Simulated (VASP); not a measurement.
Set up this calculation in VASP 6.6.1, as the native input.

```
Task                   : single point
Functional             : PBEsol
Potentials or basis    : VASP PAW PBE potentials, release 64 (Hf_pv)
Cutoff                 : 520 eV
k mesh                 : 18 × 18 × 10
Occupations            : gaussian, width 0.15 eV
Spin                   : no spin polarisation
Dipole correction      : no
Further INCAR settings : ALGO = Fast; EDIFF = 1e-06; NBANDS = 17
```

The structure of Hf lies in POSCAR:

```
Hf
1.0
    3.2393000000      0.0000000000      0.0000000000
   -1.6196500000      2.8053160905      0.0000000000
    0.0000000000      0.0000000000      5.2960000000
Hf
2
Direct
    0.3333333333      0.6666666667      0.2500000000
    0.6666666667      0.3333333333      0.7500000000
```

One way to write it, as run:

INCAR

```
PREC = Accurate ; ENCUT = 520
EDIFF = 1E-6 ; ISMEAR = 0
SIGMA = 0.15 ; LREAL = F
LASPH = T ; NELM = 100
ALGO = Fast ; ISIF = 2
LWAVE = F ; LCHARG = F
GGA = PS ; NBANDS = 17
```

KPOINTS

```
regular mesh
0
Gamma
  18 18 10
```

Potentials or basis: VASP PAW PBE potentials, release 64 (Hf_pv).

Launch:

```console
$ cat potpaw_PBE.64/Hf_pv/POTCAR > POTCAR
$ mpirun -np 1 vasp_std > vasp.out
```

Results of the run:

| Item | Value |
| --- | --- |
| Pressure | -10.5 GPa |
| Band gap on the k mesh | zero (bands 10 and 11 overlap by 1.54 eV) |

Caveat: the cell stands under tension; the PAW data sets were made with another functional, which shifts forces and pressure a little; spin-orbit coupling is left out, which moves the levels of the heavy elements.

Wall time 110 s on 1 thread of AMD EPYC 9R45 96-Core Processor (Zen 5) (shared host), peak memory 0.24 GiB.
